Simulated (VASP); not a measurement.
# B (Fm-3m) in VASP: notebook

Runs on B. Level: PBE. Tasks: single point, relaxation of cell and atoms.

Program: VASP 6.6.1. These are calculated values, not measurements. Logs are shortened: lines on timing, memory, paths and dates and some standing lists are left out, and cuts for length are marked.

## Step 1: The cell of the first run

Symmetry: Fm-3m, No. 225, cubic system. The conventional cell has a = 2.572 Å, b = 2.572 Å, c = 2.572 Å, α = 90.00°, β = 90.00°, γ = 90.00°. Within 2.4 Å of B (site symmetry m-3m) lie 12 B at 1.82 Å.

## Step 2: Single point, PBE

The input, INCAR:

```
PREC     = Accurate       # precision mode
ENCUT    = 520            # plane-wave cutoff, eV
EDIFF    = 1E-6           # SCF threshold, eV
ISMEAR   = -1             # smearing method
SIGMA    = 0.08           # smearing width, eV
LREAL    = F              # projectors in reciprocal space
LASPH    = T              # aspherical terms in the spheres
NELM     = 100            # most SCF steps
ALGO     = Normal         # electronic algorithm
ISIF     = 2              # what is computed and relaxed
LWAVE    = F              # write WAVECAR
LCHARG   = T              # write CHGCAR
GGA      = PE             # functional
LELF     = T              # ELF
LVHAR    = T            
NBANDS   = 8              # bands
```

The input, KPOINTS:

```
regular mesh
0
Gamma
  25 25 25
```

The input, POSCAR:

```
B
1.0
    0.0000000000      1.2858277157      1.2858277157
    1.2858277157      0.0000000000      1.2858277157
    1.2858277157      1.2858277157      0.0000000000
B
1
Direct
    0.0000000000      0.0000000000      0.0000000000
```

Potentials or basis: VASP PAW PBE potentials, release 64 (B).

The run is started by

```console
$ cat potpaw_PBE.64/B/POTCAR > POTCAR
$ mpirun -np 1 vasp_std > vasp.out
```

OUTCAR:

```text
PREC = Accurate
   ENCUT = 520
   EDIFF = 1E-6
   ISMEAR = -1
   LREAL = F
   LASPH = T
   NELM = 100
   ISIF = 2
   GGA = PE

 ion  position               nearest neighbor table
   1  0.000  0.000  0.000-

  LATTYP: Found a face centered cubic cell.
 ALAT       =     2.5716554314

  Lattice vectors:

 A1 = (   0.0000000000,   1.2858277157,   1.2858277157)
 A2 = (   1.2858277157,   0.0000000000,   1.2858277157)
 A3 = (   1.2858277157,   1.2858277157,   0.0000000000)

Analysis of symmetry for initial positions (statically):
=====================================================================
 Subroutine PRICEL returns:
 Original cell was already a primitive cell.

 Routine SETGRP: Setting up the symmetry group for a
 face centered cubic supercell.

 Subroutine GETGRP returns: Found 48 space group operations
 (whereof 48 operations were pure point group operations)
 out of a pool of 48 trial point group operations.

The static configuration has the point symmetry O_h .

Analysis of symmetry for dynamics (positions and initial velocities):
=====================================================================
 Subroutine PRICEL returns:
 Original cell was already a primitive cell.

 Routine SETGRP: Setting up the symmetry group for a
 face centered cubic supercell.

 Subroutine GETGRP returns: Found 48 space group operations
 (whereof 48 operations were pure point group operations)
 out of a pool of 48 trial point group operations.

The dynamic configuration has the point symmetry O_h .

 Subroutine INISYM returns: Found 48 space group operations
 (whereof 48 operations are pure point group operations),
 and found     1 'primitive' translations

----------------------------------------------------------------------------------------

                                     Primitive cell

  volume of cell :       4.2519

  direct lattice vectors                    reciprocal lattice vectors
     0.000000000  1.285827716  1.285827716    -0.388854583  0.388854583  0.388854583
     1.285827716  0.000000000  1.285827716     0.388854583 -0.388854583  0.388854583
     1.285827716  1.285827716  0.000000000     0.388854583  0.388854583 -0.388854583

  length of vectors
     1.818434994  1.818434994  1.818434994     0.673515894  0.673515894  0.673515894

  position of ions in fractional coordinates (direct lattice)
     0.000000000  0.000000000  0.000000000

  ion indices of the primitive-cell ions
   primitive index   ion index
                 1           1

----------------------------------------------------------------------------------------

 KPOINTS: regular mesh

Automatic generation of k-mesh.
 Grid dimensions read from file:
 generate k-points for:   25   25   25

 Generating k-lattice:

  Cartesian coordinates                     Fractional coordinates (reciprocal lattice)
    -0.015554183  0.015554183  0.015554183     0.040000000  0.000000000  0.000000000
     0.015554183 -0.015554183  0.015554183     0.000000000  0.040000000  0.000000000
     0.015554183  0.015554183 -0.015554183     0.000000000  0.000000000  0.040000000

  Length of vectors
     0.026940636  0.026940636  0.026940636

  Shift w.r.t. Gamma in fractional coordinates (k-lattice)
     0.000000000  0.000000000  0.000000000

 Subroutine IBZKPT returns following result:
 ===========================================

 Found    455 irreducible k-points:

 Following reciprocal coordinates:
            Coordinates               Weight
  0.000000  0.000000  0.000000      1.000000
  0.040000  0.000000  0.000000      8.000000
  0.080000  0.000000  0.000000      8.000000
  0.120000  0.000000  0.000000      8.000000
  0.160000  0.000000  0.000000      8.000000
  0.200000  0.000000  0.000000      8.000000
[... 16 lines left out ...]
  0.400000  0.040000  0.000000     24.000000
  0.440000  0.040000  0.000000     24.000000
 [... further k-points ...]
   k-points           NKPTS =    455   k-points in BZ     NKDIM =    455   number of bands    NBANDS=      8
   number of dos      NEDOS =    301   number of ions     NIONS =      1
   total plane-waves  NPLWV =   2744
   dimension x,y,z NGX =    14 NGY =   14 NGZ =   14
   dimension x,y,z NGXF=    28 NGYF=   28 NGZF=   28
   ions per type =               1
   NGX,Y,Z   is equivalent  to a cutoff of  12.80, 12.80, 12.80 a.u.
   NGXF,Y,Z  is equivalent  to a cutoff of  25.60, 25.60, 25.60 a.u.
 SYSTEM =  unknown system
   PREC   = accura    normal or accurate (medium, high low for compatibility)
   ISTART =      0    job   : 0-new  1-cont  2-samecut
   ICHARG =      2    charge: 1-file 2-atom 10-const
   ISPIN  =      1    spin polarized calculation?
   LNONCOLLINEAR =      F non collinear calculations
   LSORBIT =      F    spin-orbit coupling
   LASPH  =      T    aspherical Exc in radial PAW
   ENCUT  =  520.0 eV  38.22 Ry    6.18 a.u.   3.38  3.38  3.38*2*pi/ulx,y,z
   NELM   =    100;   NELMIN=  2; NELMDL= -5     # of ELM steps
   EDIFF  = 0.1E-05   stopping-criterion for ELM
   LREAL  =      F    real-space projection
   EDIFFG = 0.1E-04   stopping-criterion for IOM
   NSW    =      0    number of steps for IOM
   IBRION =     -1    ionic relax: 0-MD 1-quasi-New 2-CG
   NFREE  =      0    steps in history (QN), initial steepest desc. (CG)
   ISIF   =      2    stress and relaxation
   ISYM   =      2    0-nonsym 1-usesym 2-fastsym
   POTIM  = 0.5000    time-step for ionic-motion
   TEBEG  =    0.0;   TEEND  =   0.0 temperature during run
   PSTRESS=    0.0 pullay stress
   NELECT =       3.0000    total number of electrons
   NUPDOWN=      -1.0000    fix difference up-down
   EMIN   =  10.00;   EMAX   =-10.00  energy-range for DOS
   EFERMI =   0.00;   METHOD = LEGACY
   ISMEAR =    -1;   SIGMA  =   0.08  broadening in eV -4-tet -1-fermi 0-gaus
   EFERMI_NEDOS =   21; number of points for ismear=-14 and -15
   IALGO  =     38    algorithm
   IMIX   =      4    mixing-type and parameters
     AMIX     =   0.40;   BMIX     =  1.00
     AMIX_MAG =   1.60;   BMIX_MAG =  1.00
  volume/ion in A,a.u.               =       4.25        28.69
  Fermi-wavevector in a.u.,A,eV,Ry     =   1.457435  2.754152 28.900355  2.124116
  Thomas-Fermi vector in A             =   2.574237
   LORBIT       =      0    0 simple, 1 ext, 2 COOP (PROOUT), +10 PAW based schemes
   GGA     = PE    functional components
   LHFCALC =     F    Hartree Fock is set to
   AEXX    =    0.0000 exact exchange contribution
   IVDW    =     0    specifies the selected vdW correction
   LEPSILON=     F    determine dielectric tensor
   LRPA    =     F    only Hartree local field effects (RPA)
 non-spin polarized calculation
  energy-cutoff  :      520.00
  volume of cell :        4.25
 maximum number of plane-waves:       125
 NGX is ok and might be reduce to    14
   NGX =  7   NGY =  7   NGZ =  7

 number of electron       3.0000000 magnetization

 Free energy of the ion-electron system (eV)
  ---------------------------------------------------
  ext. energy  EPLUGINS =         0.00000000
  ---------------------------------------------------
  free energy    TOTEN  =        -4.71389309 eV

  energy without entropy =       -4.71031571  energy(sigma->0) =       -4.71210440

 E-fermi :  15.0146     XC(G=0): -14.4487

 val. band max:       15.0038304560   @ k =  -0.3600   0.4800   0.1600
 cond. band min:      15.0508774486   @ k =  -0.4400   0.4400   0.0400
 fundamental gap:      0.0470469926
 Fermi energy:        15.0145904684

 k-point     1 :       0.0000    0.0000    0.0000
  band No.  band energies     occupation
      1      -8.3911      2.00000
      2      36.3698      0.00000
      3      36.3698      0.00000
      4      36.3698      0.00000
      5      54.2103      0.00000
      6      54.2103      0.00000
      7      54.2103      0.00000
      8      58.2251      0.00000

 k-point     2 :       0.0400    0.0000    0.0000
  band No.  band energies     occupation
      1      -8.3100      2.00000
      2      35.8681      0.00000
      3      36.2601      0.00000
      4      36.2601      0.00000
      5      53.0160      0.00000
      6      54.4405      0.00000
      7      54.4405      0.00000
      8      60.1339      0.00000

 k-point     3 :       0.0800    0.0000    0.0000
  band No.  band energies     occupation
      1      -8.0668      2.00000
      2      34.4125      0.00000
      3      35.9540      0.00000
      4      35.9540      0.00000
      5      51.6115      0.00000
      6      55.0712      0.00000
      7      55.0712      0.00000
      8      63.4625      0.00000

 k-point     4 :       0.1200    0.0000    0.0000
  band No.  band energies     occupation
      1      -7.6615      2.00000
      2      32.1868      0.00000
      3      35.5087      0.00000
      4      35.5087      0.00000
      5      50.9235      0.00000
      6      55.9002      0.00000
      7      55.9002      0.00000
      8      63.9206      0.00000

 k-point     5 :       0.1600    0.0000    0.0000
  band No.  band energies     occupation
      1      -7.0944      2.00000
      2      29.4694      0.00000
      3      34.9901      0.00000
      4      34.9901      0.00000
      5      50.8993      0.00000
      6      56.4977      0.00000
      7      56.4977      0.00000
      8      61.9534      0.00000
[... 177 lines left out ...]
 k-point    22 :       0.3600    0.0400    0.0000
  band No.  band energies     occupation
      1      -2.3273      2.00000
      2      15.9078      0.00003
      3      32.0183      0.00000
      4      33.3509      0.00000
      5      49.4334      0.00000
      6      53.1984      0.00000
      7      55.6521      0.00000
      8      57.1753      0.00000

 k-point    23 :       0.4000    0.0400    0.0000
  band No.  band energies     occupation
      1      -0.9698      2.00000
      2      13.3990      2.00000
      3      31.9012      0.00000
      4      32.9277      0.00000
      5      48.7102      0.00000
      6      52.1353      0.00000
      7      55.8960      0.00000
      8      57.5579      0.00000

 k-point    24 :       0.4400    0.0400    0.0000
  band No.  band energies     occupation
      1       0.3844      2.00000
      2      11.2289      2.00000
      3      31.8908      0.00000
      4      32.5570      0.00000
      5      48.2386      0.00000
      6      51.2953      0.00000
      7      55.4964      0.00000
      8      58.6937      0.00000

 [... further k-points ...]
[... 5 lines left out ...]
  --------------------------------------------------------------------------------------
  -------------------------------------------------------------------------------------
  Total        4.2442273      4.2442273      4.2442273     -0.0000000     -0.0000000      0.0000000
  in kB     1599.3034630   1599.3034630   1599.3034630     -0.0000000     -0.0000000      0.0000000
  external PRESSURE =    1599.3034630 kB  Pullay stress =       0.0000000 kB

 VOLUME and BASIS-vectors are now :
 -----------------------------------------------------------------------------
  energy-cutoff  :      520.00
  volume of cell :        4.25
      direct lattice vectors                 reciprocal lattice vectors
     0.000000000  1.285827716  1.285827716    -0.388854583  0.388854583  0.388854583
     1.285827716  0.000000000  1.285827716     0.388854583 -0.388854583  0.388854583
     1.285827716  1.285827716  0.000000000     0.388854583  0.388854583 -0.388854583

 POSITION                                       TOTAL-FORCE (eV/Angst)
 -----------------------------------------------------------------------------------
      0.00000      0.00000      0.00000         0.000000      0.000000      0.000000
 -----------------------------------------------------------------------------------
    total drift:                               -0.000000     -0.000000     -0.000000

  FREE ENERGIE OF THE ION-ELECTRON SYSTEM (eV)
  ---------------------------------------------------
  free  energy   TOTEN  =        -4.7138930947 eV

  energy  without entropy=       -4.7103157125  energy(sigma->0) =       -4.71210440
```

Wall time 6.8 s (1 thread of Intel Xeon 6975P-C, shared host); peak memory 0.11 GiB.

What came out:

| Item | Value |
| --- | --- |
| Free energy | -4.7139 eV |
| Pressure | 159.9 GPa |

## Step 3: Single point, PBE

The input, INCAR:

```
PREC     = Accurate       # precision mode
ENCUT    = 520            # plane-wave cutoff, eV
EDIFF    = 1E-6           # SCF threshold, eV
ISMEAR   = -1             # smearing method
SIGMA    = 0.08           # smearing width, eV
LREAL    = False          # projectors in reciprocal space
LASPH    = True           # aspherical terms in the spheres
NELM     = 60             # most SCF steps
ALGO     = Normal         # electronic algorithm
ISIF     = 2              # what is computed and relaxed
LWAVE    = False          # write WAVECAR
LCHARG   = False          # write CHGCAR
GGA      = PE             # functional
NBANDS   = 8              # bands
```

KPOINTS is that of step 2.

The input, POSCAR:

```
B
1.0
    0.0000000000      1.2857097135      1.2857097135
    1.2857097135      0.0000000000      1.2857097135
    1.2857097135      1.2857097135      0.0000000000
B
1
Direct
    0.0000000000      0.0000000000      0.0000000000
```

Potentials or basis: VASP PAW PBE potentials, release 64 (B).

The run is started by

```console
$ cat potpaw_PBE.64/B/POTCAR > POTCAR
$ mpirun -np 1 vasp_std > vasp.out
```

OUTCAR:

```text
PREC = Accurate
   ENCUT = 520
   EDIFF = 1E-6
   ISMEAR = -1
   LREAL = False
   LASPH = True
   NELM = 60
   ISIF = 2
   GGA = PE

 ion  position               nearest neighbor table
   1  0.000  0.000  0.000-

  LATTYP: Found a face centered cubic cell.
 ALAT       =     2.5714194270

  Lattice vectors:

 A1 = (   0.0000000000,   1.2857097135,   1.2857097135)
 A2 = (   1.2857097135,   0.0000000000,   1.2857097135)
[... 190 lines left out ...]
      8      58.2358      0.00000
[... 243 lines left out ...]
 k-point    24 :       0.4400    0.0400    0.0000
  band No.  band energies     occupation
      1       0.3855      2.00000
      2      11.2330      2.00000
      3      31.8989      0.00000
      4      32.5653      0.00000
      5      48.2478      0.00000
      6      51.3052      0.00000
      7      55.5069      0.00000
      8      58.7074      0.00000

 [... further k-points ...]
[... 5 lines left out ...]
  --------------------------------------------------------------------------------------
  -------------------------------------------------------------------------------------
  Total        4.2487036      4.2487036      4.2487036      0.0000000      0.0000000     -0.0000000
  in kB     1601.4310625   1601.4310625   1601.4310625      0.0000000      0.0000000     -0.0000000
  external PRESSURE =    1601.4310625 kB  Pullay stress =       0.0000000 kB

 VOLUME and BASIS-vectors are now :
 -----------------------------------------------------------------------------
  energy-cutoff  :      520.00
  volume of cell :        4.25
      direct lattice vectors                 reciprocal lattice vectors
     0.000000000  1.285709713  1.285709713    -0.388890272  0.388890272  0.388890272
     1.285709713  0.000000000  1.285709713     0.388890272 -0.388890272  0.388890272
     1.285709713  1.285709713  0.000000000     0.388890272  0.388890272 -0.388890272

 POSITION                                       TOTAL-FORCE (eV/Angst)
 -----------------------------------------------------------------------------------
      0.00000      0.00000      0.00000         0.000000      0.000000      0.000000
 -----------------------------------------------------------------------------------
    total drift:                                0.000000     -0.000000     -0.000000

  FREE ENERGIE OF THE ION-ELECTRON SYSTEM (eV)
  ---------------------------------------------------
  free  energy   TOTEN  =        -4.7127225597 eV

  energy  without entropy=       -4.7091469675  energy(sigma->0) =       -4.71093476
```

OSZICAR:

```text
N       E                     dE             d eps       ncg     rms          rms(c)
DAV:   1    -0.296213239019E+01   -0.29621E+01   -0.17620E+03  8592   0.309E+02
DAV:   2    -0.474847429799E+01   -0.17863E+01   -0.17380E+01  9528   0.355E+01
DAV:   3    -0.474940964402E+01   -0.93535E-03   -0.93522E-03  8320   0.854E-01
DAV:   4    -0.474940966009E+01   -0.16073E-07   -0.14832E-07 10112   0.306E-03
DAV:   5    -0.474940965950E+01    0.59443E-09   -0.30131E-12  8248   0.781E-06    0.279E+00
DAV:   6    -0.472418388875E+01    0.25226E-01   -0.19034E-03  8176   0.329E-01    0.170E+00
DAV:   7    -0.471272813350E+01    0.11456E-01   -0.22426E-03  8384   0.359E-01    0.387E-02
DAV:   8    -0.471272371881E+01    0.44147E-05   -0.52548E-06  7624   0.223E-02    0.114E-02
DAV:   9    -0.471272257094E+01    0.11479E-05   -0.12228E-06  8272   0.866E-03    0.138E-03
DAV:  10    -0.471272255969E+01    0.11250E-07   -0.28339E-09  3728   0.504E-04
   1 F= -.47127226E+01 E0= -.47109348E+01  d E =-.357559E-02
```

It took 6.3 s on 1 thread of Intel Xeon 6975P-C, shared host; peak memory 0.11 GiB.

What came out:

- Free energy: -4.7127 eV
- Pressure: 160.1 GPa

(Part 1 of 2 ends here.)
